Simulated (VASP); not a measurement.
# AuC18 in VASP: single point with PBE

Aim: the single point of AuC18 with PBE.

Program: VASP 6.6.1. These are calculated values, not measurements. Logs are shortened: lines on timing, memory, paths and dates and some standing lists are left out, and cuts for length are marked.

**1. The cell of the first run**

The cell holds a slab with vacuum, 19 atoms: a = 7.398 Å, b = 7.398 Å, c = 11.000 Å, α = 90.00°, β = 90.00°, γ = 120.00°.

**2. Single point, PBE, collinear spin**

INCAR

```
SYSTEM = AuC18
PREC = Accurate
ENCUT = 520
EDIFF = 1E-7
ISMEAR = 0
SIGMA = 0.02
LREAL = Auto
LASPH = .True.
NELM = 150
ALGO = Normal
ISIF = 2
LWAVE = .False.
LCHARG = .False.
ISPIN = 2
MAGMOM = 0 0 0 0 0 0 0 0 0 0 0 0 0 0 0 0 0 0 1
LORBIT = 11
LMAXMIX = 4
GGA = PE
NBANDS = 60
```

KPOINTS

```
regular mesh
0
Gamma
  2 2 1
  0 0 0
```

POSCAR

```
AuC18
1.0
    7.3980000000      0.0000000000      0.0000000000
   -3.6990000000      6.4068560000      0.0000000000
    0.0000000000      0.0000000000     11.0000000000
C Au
18 1
Direct
    0.0072178129      0.0046778231      0.0868910029
    0.2294389242      0.1158000960      0.0862876886
    0.0070985019      0.3381128841      0.0849762426
    0.2290822766      0.4489363250      0.0868942436
    0.0070923646      0.6711306322      0.0849744618
    0.2290803104      0.7823116415      0.0868902379
    0.3404987442      0.0046843264      0.0869162855
    0.5629283329      0.1161599530      0.0868987743
    0.3405100903      0.3379681725      0.0869305268
    0.5629364778      0.4489273371      0.0868951244
    0.3383151079      0.6702372705      0.0919675799
    0.5627782322      0.7824643401      0.1047312419
    0.6749651124      0.0068994285      0.0919511883
    0.8963014715      0.1161547278      0.0868818377
    0.6740712041      0.3381120416      0.0849698620
    0.8961068593      0.4491286636      0.0852861988
    0.6749624904      0.6702272883      0.0919511739
    0.8963168763      0.7823068073      0.0868689221
    0.5630315103      0.7826248413      0.3172012068
```

Potentials or basis: VASP PAW PBE potentials, release 64 (C, Au).

Run with:

```console
$ cat potpaw_PBE.64/C/POTCAR potpaw_PBE.64/Au/POTCAR > POTCAR
$ mpirun -np 1 vasp_std > vasp.out
```

OUTCAR:

```text
SYSTEM = AuC18
   PREC = Accurate
   ENCUT = 520
   EDIFF = 1E-7
   ISMEAR = 0
   LREAL = Auto
   LASPH = .True.
   NELM = 150
   ISIF = 2
   ISPIN = 2
   LORBIT = 11
   GGA = PE

 ion  position               nearest neighbor table
   1  0.007  0.005  0.087-   2 1.42  18 1.42  14 1.42
   2  0.229  0.116  0.086-   9 1.42   7 1.42   1 1.42
   3  0.007  0.338  0.085-  14 1.42  16 1.42   4 1.42
   4  0.229  0.449  0.087-  11 1.42   3 1.42   9 1.42
   5  0.007  0.671  0.085-  18 1.42  16 1.42   6 1.42
   6  0.229  0.782  0.087-  11 1.42   5 1.42   7 1.42
   7  0.340  0.005  0.087-   2 1.42   6 1.42   8 1.43
   8  0.563  0.116  0.087-  13 1.42  15 1.42   7 1.43
   9  0.341  0.338  0.087-   2 1.42   4 1.42  10 1.43
  10  0.563  0.449  0.087-  17 1.42  15 1.42   9 1.43
  11  0.338  0.670  0.092-   4 1.42   6 1.42  12 1.44
  12  0.563  0.782  0.105-  17 1.44  13 1.44  11 1.44  19 2.34
  13  0.675  0.007  0.092-   8 1.42  14 1.42  12 1.44
  14  0.896  0.116  0.087-  13 1.42   3 1.42   1 1.42
  15  0.674  0.338  0.085-  10 1.42   8 1.42  16 1.42
  16  0.896  0.449  0.085-   5 1.42   3 1.42  15 1.42
  17  0.675  0.670  0.092-  10 1.42  18 1.42  12 1.44
  18  0.896  0.782  0.087-  17 1.42   5 1.42   1 1.42
  19  0.563  0.783  0.317-  12 2.34

  LATTYP: Found a hexagonal cell.
 ALAT       =     7.3980000000
 C/A-ratio  =     1.4868883482

  Lattice vectors:

 A1 = (   7.3980000000,   0.0000000000,   0.0000000000)
 A2 = (  -3.6990000000,   6.4068560000,   0.0000000000)
 A3 = (   0.0000000000,   0.0000000000,  11.0000000000)

Analysis of symmetry for initial positions (statically):
=====================================================================
 Subroutine PRICEL returns:
 Original cell was already a primitive cell.

 Routine SETGRP: Setting up the symmetry group for a
 hexagonal supercell.

 Subroutine GETGRP returns: Found  1 space group operations
 (whereof  1 operations were pure point group operations)
 out of a pool of 24 trial point group operations.

The static configuration has the point symmetry C_1 .

Analysis of symmetry for dynamics (positions and initial velocities):
=====================================================================
 Subroutine PRICEL returns:
 Original cell was already a primitive cell.

 Routine SETGRP: Setting up the symmetry group for a
 hexagonal supercell.

 Subroutine GETGRP returns: Found  1 space group operations
 (whereof  1 operations were pure point group operations)
 out of a pool of 24 trial point group operations.

The dynamic configuration has the point symmetry C_1 .

Analysis of structural, dynamic, and magnetic symmetry:
=====================================================================
 Subroutine PRICEL returns:
 Original cell was already a primitive cell.

 Routine SETGRP: Setting up the symmetry group for a
 hexagonal supercell.

 Subroutine GETGRP returns: Found  1 space group operations
 (whereof  1 operations were pure point group operations)
 out of a pool of 24 trial point group operations.

The overall configuration has the point symmetry C_1 .

 Subroutine INISYM returns: Found  1 space group operations
 (whereof  1 operations are pure point group operations),
 and found     1 'primitive' translations

----------------------------------------------------------------------------------------

                                     Primitive cell

  volume of cell :     521.3771

  direct lattice vectors                    reciprocal lattice vectors
     7.398000000  0.000000000  0.000000000     0.135171668  0.078041398  0.000000000
    -3.699000000  6.406856000  0.000000000     0.000000000  0.156082796  0.000000000
     0.000000000  0.000000000 11.000000000     0.000000000  0.000000000  0.090909091

  length of vectors
     7.398000000  7.398000054 11.000000000     0.156082797  0.156082796  0.090909091

  position of ions in fractional coordinates (direct lattice)
     0.007217813  0.004677823  0.086891003
     0.229438924  0.115800096  0.086287689
     0.007098502  0.338112884  0.084976243
     0.229082277  0.448936325  0.086894244
     0.007092365  0.671130632  0.084974462
[... 71 lines left out ...]
   total plane-waves  NPLWV = 263424
   dimension x,y,z NGX =    56 NGY =   56 NGZ =   84
   dimension x,y,z NGXF=   112 NGYF=  112 NGZF=  168
   ions per type =              18   1
   NGX,Y,Z   is equivalent  to a cutoff of  12.58, 12.58, 12.70 a.u.
   NGXF,Y,Z  is equivalent  to a cutoff of  25.17, 25.17, 25.39 a.u.
 SYSTEM =  AuC18
   PREC   = accura    normal or accurate (medium, high low for compatibility)
   ISTART =      0    job   : 0-new  1-cont  2-samecut
   ICHARG =      2    charge: 1-file 2-atom 10-const
   ISPIN  =      2    spin polarized calculation?
   LNONCOLLINEAR =      F non collinear calculations
   LSORBIT =      F    spin-orbit coupling
   LASPH  =      T    aspherical Exc in radial PAW
   ENCUT  =  520.0 eV  38.22 Ry    6.18 a.u.  13.76 13.76 20.45*2*pi/ulx,y,z
   NELM   =    150;   NELMIN=  2; NELMDL= -5     # of ELM steps
   EDIFF  = 0.1E-06   stopping-criterion for ELM
   LREAL  =      T    real-space projection
   EDIFFG = 0.1E-05   stopping-criterion for IOM
   NSW    =      0    number of steps for IOM
   IBRION =     -1    ionic relax: 0-MD 1-quasi-New 2-CG
   NFREE  =      0    steps in history (QN), initial steepest desc. (CG)
   ISIF   =      2    stress and relaxation
   ISYM   =      2    0-nonsym 1-usesym 2-fastsym
   POTIM  = 0.5000    time-step for ionic-motion
   TEBEG  =    0.0;   TEEND  =   0.0 temperature during run
   PSTRESS=    0.0 pullay stress
   NELECT =      83.0000    total number of electrons
   NUPDOWN=      -1.0000    fix difference up-down
   EMIN   =  10.00;   EMAX   =-10.00  energy-range for DOS
   EFERMI =   0.00;   METHOD = LEGACY
   ISMEAR =     0;   SIGMA  =   0.02  broadening in eV -4-tet -1-fermi 0-gaus
   EFERMI_NEDOS =   21; number of points for ismear=-14 and -15
   IALGO  =     38    algorithm
   IMIX   =      4    mixing-type and parameters
     AMIX     =   0.40;   BMIX     =  1.00
     AMIX_MAG =   1.60;   BMIX_MAG =  1.00
  volume/ion in A,a.u.               =      27.44       185.18
  Fermi-wavevector in a.u.,A,eV,Ry     =   0.887259  1.676676 10.710884  0.787228
  Thomas-Fermi vector in A             =   2.008533
   LORBIT       =     11    0 simple, 1 ext, 2 COOP (PROOUT), +10 PAW based schemes
   GGA     = PE    functional components
   LHFCALC =     F    Hartree Fock is set to
   AEXX    =    0.0000 exact exchange contribution
   IVDW    =     0    specifies the selected vdW correction
   LEPSILON=     F    determine dielectric tensor
   LRPA    =     F    only Hartree local field effects (RPA)
 spin polarized calculation
 Gauss-broadening in eV      SIGMA  =   0.02
  energy-cutoff  :      520.00
  volume of cell :      521.38
 maximum number of plane-waves:     14099
 NGX is ok and might be reduce to    56
   NGX = 27   NGY = 27   NGZ = 41

 number of electron      83.0000003 magnetization      -0.0001134

 number of electron      83.0000003 magnetization       0.0000062

 Free energy of the ion-electron system (eV)
  ---------------------------------------------------
  ext. energy  EPLUGINS =         0.00000000
  ---------------------------------------------------
  free energy    TOTEN  =      -165.94261123 eV

  energy without entropy =     -165.92697349  energy(sigma->0) =     -165.93479236

 E-fermi :  -1.4262     XC(G=0):  -4.6819

 val. band max:       -1.4281602154   @ k =   0.0000   0.0000   0.0000
 cond. band min:      -1.4181759284   @ k =   0.0000   0.0000   0.0000
 fundamental gap:      0.0099842870
 Fermi energy:        -1.4261637260

 spin component 1

 k-point     1 :       0.0000    0.0000    0.0000
  band No.  band energies     occupation
      1     -21.0213      1.00000
      2     -18.5152      1.00000
      3     -18.4502      1.00000
      4     -18.4499      1.00000
      5     -18.4077      1.00000
      6     -18.4004      1.00000
[... 213 lines left out ...]
     52       3.9240      0.00000
     53       4.3874      0.00000
 Fermi energy:        -1.4261637260

 spin component 2

 k-point     1 :       0.0000    0.0000    0.0000
  band No.  band energies     occupation
      1     -21.0213      1.00000
      2     -18.5152      1.00000
      3     -18.4502      1.00000
      4     -18.4499      1.00000
      5     -18.4077      1.00000
      6     -18.4004      1.00000
[... 213 lines left out ...]
     52       3.9239      0.00000
     53       4.3874      0.00000
 [bands above 53 left out]

------------------------ aborting loop because EDIFF is reached ----------------------------------------

  FORCE on cell =-STRESS in cart. coord.  units (eV):
  Direction    XX          YY          ZZ          XY          YZ          ZX
  --------------------------------------------------------------------------------------
  -------------------------------------------------------------------------------------
  Total        1.8498627      1.6605883      0.2026530      0.0954366      0.0138874      0.0077491
  in kB        5.6845763      5.1029413      0.6227469      0.2932738      0.0426756      0.0238128
  external PRESSURE =       3.8034215 kB  Pullay stress =       0.0000000 kB

 VOLUME and BASIS-vectors are now :
 -----------------------------------------------------------------------------
  energy-cutoff  :      520.00
  volume of cell :      521.38
      direct lattice vectors                 reciprocal lattice vectors
     7.398000000  0.000000000  0.000000000     0.135171668  0.078041398  0.000000000
    -3.699000000  6.406856000  0.000000000     0.000000000  0.156082796  0.000000000
     0.000000000  0.000000000 11.000000000     0.000000000  0.000000000  0.090909091

 POSITION                                       TOTAL-FORCE (eV/Angst)
 -----------------------------------------------------------------------------------
      0.03609      0.02997      0.95580         0.023582      0.009741      0.031721
      1.26904      0.74191      0.94916        -0.006276     -0.004279      0.007466
     -1.19816      2.16624      0.93474        -0.010584     -0.028325      0.011670
      0.03414      2.87627      0.95584         0.021210      0.043719     -0.020879
     -2.43004      4.29984      0.93472        -0.023490      0.013335      0.011128
     -1.19903      5.01216      0.95579         0.044222     -0.002894     -0.016812
[... 11 lines left out ...]
      3.73720      5.01213      0.95556        -0.024879     -0.021932     -0.024340
      1.27038      5.01416      3.48921        -0.001167     -0.002462      0.135743
 -----------------------------------------------------------------------------------
    total drift:                                0.007333      0.016546      0.025893

  FREE ENERGIE OF THE ION-ELECTRON SYSTEM (eV)
  ---------------------------------------------------
  free  energy   TOTEN  =      -165.9426112298 eV

  energy  without entropy=     -165.9269734905  energy(sigma->0) =     -165.93479236

 total charge

# of ion       s       p       d       tot
------------------------------------------
    1        0.863   1.781   0.000   2.644
    2        0.862   1.786   0.000   2.648
    3        0.864   1.784   0.000   2.649
    4        0.862   1.792   0.000   2.654
    5        0.864   1.784   0.000   2.649
    6        0.862   1.792   0.000   2.654
[... 11 lines left out ...]
   18        0.862   1.792   0.000   2.654
   19        0.648   0.054   8.867   9.570
--------------------------------------------------
tot         16.175  32.140   8.867  57.182

 magnetization (x)

# of ion       s       p       d       tot
------------------------------------------
    1        0.000   0.000   0.000   0.000
    2       -0.000  -0.000   0.000  -0.000
    3        0.000   0.000   0.000   0.000
    4       -0.000  -0.000   0.000  -0.000
    5       -0.000   0.000   0.000   0.000
    6       -0.000  -0.000   0.000  -0.000
[... 11 lines left out ...]
   18       -0.000  -0.000   0.000  -0.000
   19        0.000   0.000   0.000   0.000
--------------------------------------------------
tot          0.000  -0.000   0.000   0.000
```

Wall time 13 min (1 thread of AMD EPYC 7R43 (Zen 3), shared host); peak memory 0.76 GiB.

Results:

```
Free energy                                           : -165.9426 eV
Largest force                                         : 0.142 eV/Å
Net moment                                            : 0.00 μB per cell
Valence electrons inside the program's atomic spheres : C 2.64, 2.65, 2.60 (each value once); Au 9.57
```

Forces in eV/Å, atoms in the order of the input:
```
C    0.024  0.010  0.032
C   -0.006 -0.004  0.007
C   -0.011 -0.028  0.012
C    0.021  0.044 -0.021
C   -0.023  0.013  0.011
C    0.044 -0.003 -0.017
C   -0.025 -0.010  0.035
C    0.064 -0.021 -0.023
C   -0.017 -0.017  0.034
C    0.001  0.067 -0.024
C    0.012 -0.004 -0.098
C   -0.003  0.002  0.142
C   -0.012  0.012 -0.098
C   -0.038  0.001 -0.026
C   -0.002 -0.011  0.005
C   -0.003  0.000  0.010
C    0.000 -0.025 -0.095
C   -0.025 -0.022 -0.024
Au  -0.001 -0.002  0.136
```

Caveat: the k points lie up to 0.49 Å⁻¹ apart; spin-orbit coupling is left out, which moves the levels of the heavy elements.
